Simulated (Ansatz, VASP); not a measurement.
# Two plane-wave programs on Hg

```
Hg
1.0
     0.00000    2.39191    2.39191
     2.39191    0.00000    2.39191
     2.39191    2.39191    0.00000
Hg
1
Direct
  0.00000 0.00000 0.00000
```

Alike in both runs: task single point; functional PBE; dispersion D3(BJ); k mesh 6 × 6 × 6; occupations gaussian, width 0.1 eV; no spin polarisation.

```csv
,VASP,Ansatz
version,VASP 6.6.1,Ansatz 0.2.0
potentials or method,"VASP PAW PBE potentials, release 64 (Hg), cutoff 520 eV","scalar-relativistic, plane waves, PAW"
valence electrons in the cell,12,20
```

```csv
,VASP,Ansatz,Ansatz less VASP
gap on the k mesh at the Fermi level (eV),none,none,-
pressure (GPa),-0.7,-0.9,-0.16
```

A gap of «none» marks a metal or a gap that the smearing closes. VASP's potentials hold 12 valence electrons a cell and Ansatz's 20, so a difference there can come from the potentials and not from the codes.

The k mesh is coarse, so the values compare programs but aren't converged. Spin-orbit coupling is off throughout.
